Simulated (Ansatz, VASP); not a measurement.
B6N in VASP and in Ansatz

```xyz
7
Lattice="3.0007 0.0000 0.0000 -1.5004 2.5987 0.0000 0.0000 0.0000 6.4627" Properties=species:S:1:pos:R:3 pbc="T T T"
B     0.0000    0.0000    5.1201
B     0.0000    0.0000    1.3426
B     0.0000    1.7325    4.1492
B     0.0000    1.7325    2.3135
B     1.5004    0.8662    2.3135
B     1.5004    0.8662    4.1492
N     0.0000    0.0000    0.0000
```

Alike in both runs: functional PBE; k mesh 5 × 5 × 3; occupations gaussian, width 0.2 eV; no spin polarisation.

Ansatz relaxed the structure, and its values are those at the end. VASP's run is a single point on that final structure, the one shown.

```csv
,VASP,Ansatz
version,VASP 6.6.1,Ansatz 0.2.0
potentials or method,"VASP PAW PBE potentials, release 64 (B, N), cutoff 520 eV","scalar-relativistic, plane waves, PAW"
valence electrons in the cell,23,23
```

|  | VASP | Ansatz | Ansatz less VASP |
| --- | --- | --- | --- |
| gap on the k mesh at the Fermi level (eV) | none | none | - |
| pressure (GPa) | 0.4 | 0.5 | +0.10 |
| rms of the force components (eV/Å) | 0.019 | 0.017 | -0.0022 |

A gap of «none» marks a metal or a gap that the smearing closes.

The k mesh is coarse, so the values compare programs but aren't converged.
